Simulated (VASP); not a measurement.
# CaO (Lime) in VASP: a series of runs, part 2 of 2

VASP 6.6.1.

### 5 Single point, PBEsol

This run uses another cell than the first one, of 13.84 Å³/atom, 0.993 times its volume.

File INCAR:

```
PREC = Accurate
ENCUT = 520
EDIFF = 1E-7
ISMEAR = 0
SIGMA = 0.05
LREAL = False
LASPH = True
NELM = 100
ALGO = Normal
ISIF = 2
LWAVE = False
LCHARG = False
GGA = PS
NBANDS = 15
```

File KPOINTS:

```
Automatic mesh
0
Gamma
  8 8 8
```

File POSCAR:

```
CaO
1.0
    0.0000000000      2.3984783333      2.4065000000
    2.3984783333      0.0000000000      2.4065000000
    2.3984783333      2.3984783333      0.0000000000
Ca O
1 1
Direct
    0.0000000000      0.0000000000      0.0000000000
    0.5000000000      0.5000000000      0.5000000000
```

Potentials or basis: VASP PAW PBE potentials, release 64 (Ca_sv, O).

Run with:

```console
$ cat potpaw_PBE.64/Ca_sv/POTCAR potpaw_PBE.64/O/POTCAR > POTCAR
$ mpirun -np 1 vasp_std > vasp.out
```

OUTCAR:

```text
PREC = Accurate
   ENCUT = 520
   EDIFF = 1E-7
   ISMEAR = 0
   LREAL = False
   LASPH = True
   NELM = 100
   ISIF = 2
   GGA = PS

 ion  position               nearest neighbor table
   1  0.000  0.000  0.000-   2 2.40   2 2.40   2 2.40   2 2.40   2 2.41   2 2.41
   2  0.500  0.500  0.500-   1 2.40   1 2.40   1 2.40   1 2.40   1 2.41   1 2.41

  LATTYP: Found a body centered tetragonal cell.
 ALAT       =     3.3919605880
 C/A-ratio  =     1.4189433736

  Lattice vectors:

 A1 = (  -2.3984783333,   0.0000000000,   2.4065000000)
 A2 = (   2.3984783333,   0.0000000000,   2.4065000000)
 A3 = (   0.0000000000,   2.3984783333,  -2.4065000000)

Analysis of symmetry for initial positions (statically):
=====================================================================
 Subroutine PRICEL returns:
 Original cell was already a primitive cell.

 Routine SETGRP: Setting up the symmetry group for a
 body centered tetragonal supercell.

 Subroutine GETGRP returns: Found 16 space group operations
 (whereof 16 operations were pure point group operations)
 out of a pool of 16 trial point group operations.

The static configuration has the point symmetry D_4h.

Analysis of symmetry for dynamics (positions and initial velocities):
=====================================================================
 Subroutine PRICEL returns:
 Original cell was already a primitive cell.

 Routine SETGRP: Setting up the symmetry group for a
 body centered tetragonal supercell.

 Subroutine GETGRP returns: Found 16 space group operations
 (whereof 16 operations were pure point group operations)
 out of a pool of 16 trial point group operations.

The dynamic configuration has the point symmetry D_4h.

 Subroutine INISYM returns: Found 16 space group operations
 (whereof 16 operations are pure point group operations),
 and found     1 'primitive' translations

----------------------------------------------------------------------------------------

                                     Primitive cell

[... 115 lines left out ...]
   GGA     = PS    functional components
   LHFCALC =     F    Hartree Fock is set to
   AEXX    =    0.0000 exact exchange contribution
   IVDW    =     0    specifies the selected vdW correction
   LEPSILON=     F    determine dielectric tensor
   LRPA    =     F    only Hartree local field effects (RPA)
 non-spin polarized calculation
 Gauss-broadening in eV      SIGMA  =   0.05
  energy-cutoff  :      520.00
  volume of cell :       27.69
 maximum number of plane-waves:       757
 NGX is ok and might be reduce to    28
   NGX = 13   NGY = 13   NGZ = 13

 number of electron      15.9999997 magnetization

 Free energy of the ion-electron system (eV)
  ---------------------------------------------------
  ext. energy  EPLUGINS =         0.00000000
  ---------------------------------------------------
  free energy    TOTEN  =       -13.40909609 eV

  energy without entropy =      -13.40909609  energy(sigma->0) =      -13.40909609

 E-fermi :   2.4240     XC(G=0): -10.7486

 val. band max:        2.2115008527   @ k =   0.0000   0.0000   0.0000
 cond. band min:       5.7387411855   @ k =   0.5000   0.0000   0.5000
 fundamental gap:      3.5272403328
 Fermi energy:         2.4240471394

 k-point     1 :       0.0000    0.0000    0.0000
  band No.  band energies     occupation
      1     -35.1665      2.00000
      2     -16.0070      2.00000
      3     -16.0049      2.00000
      4     -16.0049      2.00000
      5     -13.2403      2.00000
      6       2.2031      2.00000
      7       2.2115      2.00000
      8       2.2115      2.00000
      9       6.7930      0.00000
     10       8.3928      0.00000
     11       8.4163      0.00000
     12       8.4163      0.00000
     13       9.9343      0.00000
     14       9.9647      0.00000
[... 401 lines left out ...]
      2     -16.8885      2.00000
      3     -16.0947      2.00000
      4     -16.0885      2.00000
      5     -12.3165      2.00000
      6       0.1177      2.00000
      7       1.2103      2.00000
      8       1.4112      2.00000
      9       8.0488      0.00000
     10       9.6848      0.00000
     11      10.3699      0.00000
     12      10.4422      0.00000
     13      11.5583      0.00000
     14      12.4837      0.00000
     15      17.4517      0.00000

 [... further k-points ...]
[... 5 lines left out ...]
  --------------------------------------------------------------------------------------
  -------------------------------------------------------------------------------------
  Total       -0.2881436     -0.2881436     -0.3770808      0.0000000      0.0000000     -0.0000000
  in kB      -16.6737050    -16.6737050    -21.8201431      0.0000000      0.0000000     -0.0000000
  external PRESSURE =     -18.3891844 kB  Pullay stress =       0.0000000 kB

 VOLUME and BASIS-vectors are now :
 -----------------------------------------------------------------------------
  energy-cutoff  :      520.00
  volume of cell :       27.69
      direct lattice vectors                 reciprocal lattice vectors
     0.000000000  2.398478333  2.406500000    -0.208465506  0.208465506  0.207770621
     2.398478333  0.000000000  2.406500000     0.208465506 -0.208465506  0.207770621
     2.398478333  2.398478333  0.000000000     0.208465506  0.208465506 -0.207770621

 POSITION                                       TOTAL-FORCE (eV/Angst)
 -----------------------------------------------------------------------------------
      0.00000      0.00000      0.00000         0.000000     -0.000000     -0.000000
      2.39848      2.39848      2.40650        -0.000000      0.000000      0.000000
 -----------------------------------------------------------------------------------
    total drift:                                0.000000      0.000000      0.000000

  FREE ENERGIE OF THE ION-ELECTRON SYSTEM (eV)
  ---------------------------------------------------
  free  energy   TOTEN  =       -13.4090960859 eV

  energy  without entropy=      -13.4090960859  energy(sigma->0) =      -13.40909609
```

It took 26 s on 1 thread of AMD EPYC 7R13 (Zen 3), shared host; peak memory 0.14 GiB.

What came out:

```yaml
Free_energy: -13.4091 eV
Pressure: -1.8 GPa
Band_gap_on_the_k_mesh: 3.53 eV, indirect (least direct gap 3.91 eV)
```

Levels at points of the mesh, in eV from the valence-band top:
| k point | band 6 | band 7 | band 8 | band 9 | band 10 | band 11 |
| --- | --- | --- | --- | --- | --- | --- |
| (0.00, 0.00, 0.00) | -0.01 | 0.00 | 0.00 | 4.58 | 6.18 | 6.20 |
| (0.50, 0.00, 0.00) | -2.70 | -1.23 | -1.23 | 7.03 | 8.35 | 8.39 |
| (0.50, 0.50, 0.00) | -1.34 | -0.37 | -0.37 | 3.54 | 8.06 | 8.94 |
| (0.50, 0.00, 0.50) | -1.32 | -0.39 | -0.38 | 3.53 | 8.06 | 8.94 |

Caveat: the PAW data sets were made with another functional, which shifts forces and pressure a little.

### 6 Single point, PBEsol

This run uses another cell than the first one, of 14.03 Å³/atom, 1.007 times its volume.

File INCAR:

```
ALGO = Normal
EDIFF = 1E-6
ENCUT = 520
GGA = PS
ISIF = 2
ISMEAR = 0
LASPH = True
LCHARG = False
LREAL = False
LWAVE = False
NBANDS = 15
NELM = 80
PREC = Accurate
SIGMA = 0.05
```

File KPOINTS:

```
k-points
0
Gamma
  8 8 8
```

File POSCAR:

```
CaO
1.0
    0.0000000000      2.4145216667      2.4065000000
    2.4145216667      0.0000000000      2.4065000000
    2.4145216667      2.4145216667      0.0000000000
Ca O
1 1
Direct
    0.0000000000      0.0000000000      0.0000000000
    0.5000000000      0.5000000000      0.5000000000
```

Potentials or basis: VASP PAW PBE potentials, release 64 (Ca_sv, O).

Run with:

```console
$ cat potpaw_PBE.64/Ca_sv/POTCAR potpaw_PBE.64/O/POTCAR > POTCAR
$ mpirun -np 1 vasp_std > vasp.out
```

It took 26 s on 1 thread of AMD EPYC 7R13 (Zen 3), shared host; peak memory 0.14 GiB.

It converged, with:

* Free energy: -13.4036 eV
* Pressure: -3.2 GPa
* Band gap on the k mesh: 3.53 eV, indirect (least direct gap 3.92 eV)

Stress tensor (GPa, compression positive):
```
-3.39  0.00  0.00
 0.00 -3.39  0.00
 0.00  0.00 -2.91
```

Levels at points of the mesh, in eV from the valence-band top:
| k point | band 5 | band 6 | band 7 | band 8 | band 9 | band 10 | band 11 | band 12 |
| --- | --- | --- | --- | --- | --- | --- | --- | --- |
| (0.00, 0.00, 0.00) | -15.43 | -0.01 | -0.01 | 0.00 | 4.47 | 6.16 | 6.16 | 6.18 |
| (0.50, 0.00, 0.00) | -14.23 | -2.67 | -1.20 | -1.20 | 6.96 | 8.25 | 8.31 | 8.31 |
| (0.50, 0.50, 0.00) | -15.18 | -1.32 | -0.39 | -0.39 | 3.53 | 7.96 | 8.86 | 9.52 |
| (0.50, 0.00, 0.50) | -15.18 | -1.34 | -0.39 | -0.38 | 3.54 | 7.96 | 8.86 | 9.51 |

Caveat: the PAW data sets were made with another functional, which shifts forces and pressure a little. A k mesh can miss the band edges.

### 7 Summary

| cell | gap on the mesh (eV) | pressure (GPa) |
| --- | --- | --- |
| a = 3.403 Å, angles 60.0°, 2 atoms | 3.54 | -2.5 |
| a = 3.386, b = 3.386, c = 3.369 Å, angles 60.2, 60.2, 59.7°, 2 atoms | 3.51 | -0.3 |
| a = 3.392, b = 3.392, c = 3.381 Å, angles 60.1, 60.1, 59.8°, 2 atoms | 3.52 | -1.1 |
| a = 3.398, b = 3.398, c = 3.392 Å, angles 60.1, 60.1, 59.9°, 2 atoms | 3.53 | -1.8 |
| a = 3.409, b = 3.409, c = 3.415 Å, angles 59.9, 59.9, 60.1°, 2 atoms | 3.53 | -3.2 |

Alike in all rows: task single point; level PBEsol; potentials or basis VASP PAW PBE potentials, release 64 (Ca_sv, O); no spin polarisation; k mesh 8 × 8 × 8; cutoff (eV) 520; smearing gaussian 0.05 eV.

Caveats: the PAW data sets were made with another functional, which shifts forces and pressure a little.

Total energies depend on the potentials used, so only differences within one code and one set of settings carry meaning.
